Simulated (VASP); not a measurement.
A run of VASP 6.6.1 is set up as follows.

The input INCAR:

```
PREC = Accurate
ENCUT = 500
EDIFF = 1E-6
ISMEAR = 0
SIGMA = 0.15
LREAL = F
LASPH = T
NELM = 120
ALGO = Normal
ISIF = 2
LWAVE = F
LCHARG = F
GGA = PE
NBANDS = 12
GGA_COMPAT = F
```

The input KPOINTS:

```
regular mesh
0
Gamma
  20 20 20
```

Contents of POSCAR:

```
Zr
1.0
   -1.7004237296      1.7004237296      1.9745320348
    1.7004237296     -1.7004237296      1.9745320348
    1.7004237296      1.7004237296     -1.9745320348
Zr
1
Direct
    0.0000000000      0.0000000000      0.0000000000
```

Potentials or basis: VASP PAW PBE potentials, release 64 (Zr_sv).

The run is started by

```sh
$ cat potpaw_PBE.64/Zr_sv/POTCAR > POTCAR
$ mpirun -np 1 vasp_std > vasp.out
```

Q: Estimate the pressure.

A: 0.7 GPa.

Q: Estimate the band gap on the k mesh.

A: Zero (band 6 reaches 9.93 eV, above the bottom of band 7 at 8.30 eV).

Stress tensor (GPa, compression positive):
```
0.23 0.00 0.00
0.00 0.23 0.00
0.00 0.00 1.60
```
